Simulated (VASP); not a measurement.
# Ru in VASP: notebook, part 2 of 2

VASP 6.6.1.

### Step 3. Single point, PBE

This run uses another cell than the first one, of 11.86 Å³/atom, 0.891 times its volume.

INCAR reads:

```
PREC = Accurate
ENCUT = 520
EDIFF = 1E-6
ISMEAR = 0
SIGMA = 0.15
LREAL = F
LASPH = T
NELM = 60
ALGO = Fast
ISIF = 2
LWAVE = F
LCHARG = F
GGA = PE
NBANDS = 13
```

KPOINTS reads:

```
regular mesh
0
Gamma
  20 20 20
```

POSCAR reads:

```
Ru
1.0
    0.0000000000      1.8098298373      1.8098298373
    1.8098298373      0.0000000000      1.8098298373
    1.8098298373      1.8098298373      0.0000000000
Ru
1
Direct
    0.0000000000      0.0000000000      0.0000000000
```

Potentials or basis: VASP PAW PBE potentials, release 64 (Ru_pv).

Started as:

```
$ cat potpaw_PBE.64/Ru_pv/POTCAR > POTCAR
$ mpirun -np 1 vasp_std > vasp.out
```

OUTCAR:

```text
PREC = Accurate
   ENCUT = 520
   EDIFF = 1E-6
   ISMEAR = 0
   LREAL = F
   LASPH = T
   NELM = 60
   ISIF = 2
   GGA = PE

 ion  position               nearest neighbor table
   1  0.000  0.000  0.000-

  LATTYP: Found a face centered cubic cell.
 ALAT       =     3.6196596746

  Lattice vectors:

 A1 = (   0.0000000000,   1.8098298373,   1.8098298373)
 A2 = (   1.8098298373,   0.0000000000,   1.8098298373)
 A3 = (   1.8098298373,   1.8098298373,   0.0000000000)

Analysis of symmetry for initial positions (statically):
=====================================================================
 Subroutine PRICEL returns:
 Original cell was already a primitive cell.

 Routine SETGRP: Setting up the symmetry group for a
 face centered cubic supercell.

 Subroutine GETGRP returns: Found 48 space group operations
 (whereof 48 operations were pure point group operations)
 out of a pool of 48 trial point group operations.

The static configuration has the point symmetry O_h .

Analysis of symmetry for dynamics (positions and initial velocities):
[... 170 lines left out ...]
      4       6.7010      2.00000
      5      12.2210      2.00000
      6      12.2210      2.00000
      7      12.2210      2.00000
      8      15.2410      1.85487
      9      15.2410      1.85487
     10      25.7991      0.00000
     11      30.2423      0.00000
     12      36.7832      0.00000
     13      36.7832      0.00000
[... 354 lines left out ...]
  band No.  band energies     occupation
      1     -28.4350      2.00000
      2     -27.2700      2.00000
      3     -27.2134      2.00000
      4       8.5661      2.00000
      5      12.2423      2.00000
      6      12.3620      2.00000
      7      14.1535      2.00000
      8      16.3522      0.00000
      9      17.3777      0.00000
     10      25.7984      0.00000
     11      28.9628      0.00000
     12      32.0332      0.00000
     13      39.0053      0.00000

 [... further k-points ...]

------------------------ aborting loop because EDIFF is reached ----------------------------------------

  FORCE on cell =-STRESS in cart. coord.  units (eV):
  Direction    XX          YY          ZZ          XY          YZ          ZX
  --------------------------------------------------------------------------------------
  -------------------------------------------------------------------------------------
  Total        5.0845165      5.0845165      5.0845165      0.0000000      0.0000000      0.0000000
  in kB      687.0953622    687.0953622    687.0953622      0.0000000      0.0000000      0.0000000
  external PRESSURE =     687.0953622 kB  Pullay stress =       0.0000000 kB

 VOLUME and BASIS-vectors are now :
 -----------------------------------------------------------------------------
  energy-cutoff  :      520.00
  volume of cell :       11.86
      direct lattice vectors                 reciprocal lattice vectors
     0.000000000  1.809829837  1.809829837    -0.276269067  0.276269067  0.276269067
     1.809829837  0.000000000  1.809829837     0.276269067 -0.276269067  0.276269067
     1.809829837  1.809829837  0.000000000     0.276269067  0.276269067 -0.276269067

 POSITION                                       TOTAL-FORCE (eV/Angst)
 -----------------------------------------------------------------------------------
      0.00000      0.00000      0.00000        -0.000000      0.000000     -0.000000
 -----------------------------------------------------------------------------------
    total drift:                               -0.000000     -0.000000     -0.000000

  FREE ENERGIE OF THE ION-ELECTRON SYSTEM (eV)
  ---------------------------------------------------
  free  energy   TOTEN  =        -8.7582965010 eV

  energy  without entropy=       -8.7460997498  energy(sigma->0) =       -8.75219813
```

OSZICAR:

```text
N       E                     dE             d eps       ncg     rms          rms(c)
DAV:   1     0.106357414988E+03    0.10636E+03   -0.83836E+03  6714   0.118E+03
DAV:   2    -0.810269782621E+01   -0.11446E+03   -0.10966E+03  7296   0.330E+02
DAV:   3    -0.932824100176E+01   -0.12255E+01   -0.12212E+01  7446   0.373E+01
DAV:   4    -0.933145502360E+01   -0.32140E-02   -0.32140E-02  7321   0.206E+00
DAV:   5    -0.933147363377E+01   -0.18610E-04   -0.18609E-04  7421   0.142E-01    0.176E+01
RMM:   6    -0.881950030361E+01    0.51197E+00   -0.64427E-01  6803   0.824E+00    0.638E+00
RMM:   7    -0.876247002823E+01    0.57030E-01   -0.10858E-01  6903   0.346E+00    0.133E+00
RMM:   8    -0.875862418096E+01    0.38458E-02   -0.98004E-03  7289   0.116E+00    0.282E-01
RMM:   9    -0.875828685000E+01    0.33733E-03   -0.94490E-04  7884   0.397E-01    0.599E-02
RMM:  10    -0.875830445305E+01   -0.17603E-04   -0.13085E-04  7705   0.158E-01    0.177E-02
RMM:  11    -0.875829510325E+01    0.93498E-05   -0.43899E-05  8021   0.850E-02    0.289E-03
RMM:  12    -0.875829693463E+01   -0.18314E-05   -0.79348E-06  7090   0.389E-02    0.180E-03
RMM:  13    -0.875829650096E+01    0.43368E-06   -0.18276E-06  4912   0.178E-02
   1 F= -.87582965E+01 E0= -.87521981E+01  d E =-.121968E-01
```

stdout:

```text
POSCAR found type information on POSCAR Ru
 POSCAR found :  1 types and       1 ions
 scaLAPACK will be used
 LDA part: xc-table for (Slater+PW92), standard interpolation
 POSCAR, INCAR and KPOINTS ok, starting setup
 FFT: planning ... GRIDC
 FFT: planning ... GRID_SOFT
 FFT: planning ... GRID
 WAVECAR not read
 entering main loop
```

Run time: 20 s. Hardware: 1 thread of AMD EPYC 9R45 (Zen 5), shared host; peak memory 0.12 GiB.

Results:

| Property | Result |
| --- | --- |
| Free energy | -8.7583 eV |
| Pressure | 68.7 GPa |
| Band gap on the k mesh | zero (band 7 reaches 18.21 eV, above the bottom of band 8 at 13.72 eV) |

Levels at points of the mesh, in eV from the Fermi level:
| k point | band 4 | band 5 | band 6 | band 7 | band 8 | band 9 | band 10 | band 11 |
| --- | --- | --- | --- | --- | --- | --- | --- | --- |
| (0.00, 0.00, 0.00) | -8.69 | -3.17 | -3.17 | -3.17 | -0.15 | -0.15 | 10.40 | 14.85 |
| (0.50, 0.00, 0.00) | -7.18 | -3.35 | -3.35 | 1.21 | 2.16 | 2.16 | 10.40 | 12.01 |
| (0.50, 0.50, 0.00) | -7.74 | -7.20 | 2.12 | 2.81 | 2.81 | 4.23 | 10.40 | 14.45 |

### Step 4. Single point, PBE

This run uses another cell than the first one, of 12.33 Å³/atom, 0.926 times its volume.

INCAR reads:

```
PREC = Accurate ; ENCUT = 520
EDIFF = 1E-6 ; ISMEAR = 0
SIGMA = 0.15 ; LREAL = F
LASPH = T ; NELM = 80
ALGO = Normal ; ISIF = 2
LWAVE = F ; LCHARG = F
GGA = PE ; NBANDS = 13
```

KPOINTS is that of step 3.

POSCAR reads:

```
Ru
1.0
    0.0000000000      1.8336433878      1.8336433878
    1.8336433878      0.0000000000      1.8336433878
    1.8336433878      1.8336433878      0.0000000000
Ru
1
Direct
    0.0000000000      0.0000000000      0.0000000000
```

Started as:

```
$ cat potpaw_PBE.64/Ru_pv/POTCAR > POTCAR
$ mpirun -np 1 vasp_std > vasp.out
```

It took 15 s on 1 thread of AMD EPYC 9R45 (Zen 5), shared host; peak memory 0.12 GiB.

The run converged. Its results:

```
Free energy            : -8.9282 eV
Pressure               : 46.7 GPa
Band gap on the k mesh : zero (band 7 reaches 17.24 eV, above the bottom of band 8 at 13.02 eV)
```

Levels at points of the mesh, in eV from the Fermi level:
| k point | band 5 | band 6 | band 7 | band 8 | band 9 | band 10 |
| --- | --- | --- | --- | --- | --- | --- |
| (0.00, 0.00, 0.00) | -2.99 | -2.99 | -2.99 | -0.15 | -0.15 | 10.43 |
| (0.50, 0.00, 0.00) | -3.15 | -3.15 | 1.14 | 2.03 | 2.03 | 10.43 |
| (0.50, 0.50, 0.00) | -6.81 | 1.99 | 2.64 | 2.64 | 4.04 | 10.43 |

### Step 5. Single point, PBE

This run uses another cell than the first one, of 12.82 Å³/atom, 0.963 times its volume.

INCAR reads:

```
  ALGO = Fast
  EDIFF = 1E-6
  ENCUT = 520
  GGA = PE
  ISIF = 2
  ISMEAR = 0
  LASPH = T
  LCHARG = F
  LREAL = F
  LWAVE = F
  NBANDS = 13
  NELM = 60
  PREC = Accurate
  SIGMA = 0.15
```

KPOINTS reads:

```
k-points
0
Gamma
  20 20 20
```

POSCAR reads:

```
Ru
1.0
    0.0000000000      1.8574569383      1.8574569383
    1.8574569383      0.0000000000      1.8574569383
    1.8574569383      1.8574569383      0.0000000000
Ru
1
Direct
    0.0000000000      0.0000000000      0.0000000000
```

Started as:

```
$ cat potpaw_PBE.64/Ru_pv/POTCAR > POTCAR
$ mpirun -np 1 vasp_std > vasp.out
```

It took 20 s on 1 thread of AMD EPYC 9R45 (Zen 5), shared host; peak memory 0.12 GiB.

It converged, with:

```yaml
Free_energy: -9.0414 eV
Pressure: 28.3 GPa
Band_gap_on_the_k_mesh: zero (band 7 reaches 16.32 eV, above the bottom of band 8 at 12.35 eV)
```

Levels at points of the mesh, in eV from the Fermi level:
| k point | band 5 | band 6 | band 7 | band 8 | band 9 | band 10 |
| --- | --- | --- | --- | --- | --- | --- |
| (0.00, 0.00, 0.00) | -2.82 | -2.82 | -2.82 | -0.14 | -0.14 | 10.47 |
| (0.50, 0.00, 0.00) | -2.97 | -2.97 | 1.08 | 1.91 | 1.91 | 10.46 |
| (0.50, 0.50, 0.00) | -6.44 | 1.86 | 2.48 | 2.48 | 3.88 | 10.47 |

### Step 6. The runs side by side

```csv
cell,gap on the mesh (eV),pressure (GPa)
"a = 2.637 Å, angles 61.2°, 1 atom",none,13.2
"a = 2.559 Å, angles 60.0°, 1 atom",none,68.7
"a = 2.593 Å, angles 60.0°, 1 atom",none,46.7
"a = 2.627 Å, angles 60.0°, 1 atom",none,28.3
```

Alike in all rows: task single point; level PBE; potentials or basis VASP PAW PBE potentials, release 64 (Ru_pv); no spin polarisation; k mesh 20 × 20 × 20; cutoff (eV) 520; smearing gaussian 0.15 eV.

Absolute energies hang on the potentials; compare differences alone.
